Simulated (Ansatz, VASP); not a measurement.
## Two plane-wave programs on Sb

POSCAR

```
Sb
1.0
    0.0000000000      2.3712425216      2.3712425216
    2.3712425216      0.0000000000      2.3712425216
    2.3712425216      2.3712425216      0.0000000000
Sb
1
Direct
    0.0000000000      0.0000000000      0.0000000000
```

INCAR.step1

```
SYSTEM = Sb
ALGO = Normal
EDIFF = 1E-5
EDIFFG = -0.005
ENCUT = 500
GGA = PE
GGA_COMPAT = .FALSE.
IBRION = 2
ISIF = 3
ISMEAR = -1
LASPH = .TRUE.
LCHARG = .FALSE.
LREAL = .FALSE.
LWAVE = .TRUE.
NBANDS = 14
NELM = 120
NELMIN = 4
NSW = 100
PREC = Accurate
SIGMA = 0.05
```

File INCAR.step2:

```
SYSTEM = Sb
AEXX = 0.25
ALGO = Normal
EDIFF = 1E-7
EDIFFG = -0.01
ENCUT = 500
GGA = PE
GGA_COMPAT = .FALSE.
IBRION = 2
ISIF = 3
ISMEAR = -1
ISTART = 1
LASPH = .TRUE.
LCHARG = .FALSE.
LHFCALC = .TRUE.
LREAL = .FALSE.
LWAVE = .FALSE.
NELM = 120
NELMIN = 4
NSW = 60
PREC = Accurate
PRECFOCK = Normal
SIGMA = 0.05
```

KPOINTS

```
k-points
0
G
  5 5 5
  0 0 0
```

File input:

```
crystal:
  lattice:
    - [0.0, 2.3712425216, 2.3712425216]
    - [2.3712425216, 0.0, 2.3712425216]
    - [2.3712425216, 2.3712425216, 0.0]
  atoms:
    - { symbol: Sb, position: [0.0, 0.0, 0.0] }
hamiltonian:
  xc: pbe0
  pseudopotentials: { kind: paw }
kpoints:
  mp_grid: { grid: [5, 5, 5] }
scf:
  occupations: { method: fermi_dirac, width: 0.05 }
output:
  forces: true
  stress: true
  eigenvalues: true
relax:
  f_tol: 0.01
  max_steps: 40
  cell: { stress_tol: 0.05 }
```

Alike in both runs: task relaxation of cell and atoms; functional PBE0; k mesh 5 × 5 × 5; occupations fermi-dirac, width 0.05 eV; no spin polarisation.

|  | VASP | Ansatz |
| --- | --- | --- |
| version | VASP 6.6.1 | Ansatz 0.2.0 |
| potentials or method | VASP PAW PBE potentials, release 64 (Sb_d_GW) | Ansatz PAW |
| plane-wave cutoff (eV) | 500 | 420 |
| valence electrons in the cell | 15 | 15 |

```csv
,VASP,Ansatz,Ansatz less VASP
"gap on the k mesh at the Fermi level, each at its own relaxed structure (eV)",none,none,-
relaxed volume (Å³/atom),26.51,26.57,+0.066
relaxed length of the cell vector where the two differ most in proportion (Å),3.347,3.349,+0.0028
```

A gap of «none» marks a metal or a gap that the smearing closes.

The k mesh is coarse, so the values compare programs but aren't converged. Neither program's run includes spin-orbit coupling. Noted on Ansatz's run: the plane-wave basis is chosen anew once the cell has moved, so the energies of steps on either side of that aren't comparable.
